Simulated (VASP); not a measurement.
A run of VASP 6.6.1:

File INCAR:

```
ALGO = Normal
EDIFF = 1E-6
ENCUT = 520
GGA = PS
ISIF = 2
ISMEAR = 0
LASPH = T
LCHARG = F
LREAL = F
LWAVE = F
NBANDS = 36
NELM = 80
PREC = Accurate
SIGMA = 0.1
```

File KPOINTS:

```
k-points
0
Gamma
  12 12 6
```

POSCAR

```
Ge
1.0
    4.1291002656      0.0000000000      0.0000000000
   -2.0645501328      3.5759057248      0.0000000000
    0.0000000000      0.0000000000      6.7990436310
Ge
4
Direct
    0.6666666667      0.3333333333      0.0624846998
    0.3333333333      0.6666666667      0.5624846998
    0.6666666667      0.3333333333      0.4375153002
    0.3333333333      0.6666666667      0.9375153002
```

Potentials or basis: VASP PAW PBE potentials, release 64 (Ge_d).

Command:

```console
$ cat potpaw_PBE.64/Ge_d/POTCAR > POTCAR
$ mpirun -np 1 vasp_std > vasp.out
```

Hardware: 1 thread of Intel Xeon 8259CL, on a shared host.

Q: How long does it take, and how much memory?

A: Run time: 4.5 min on 1 thread of Intel Xeon 8259CL (shared host), peak memory 0.34 GiB. Counts: scf iterations 12, k points 76.
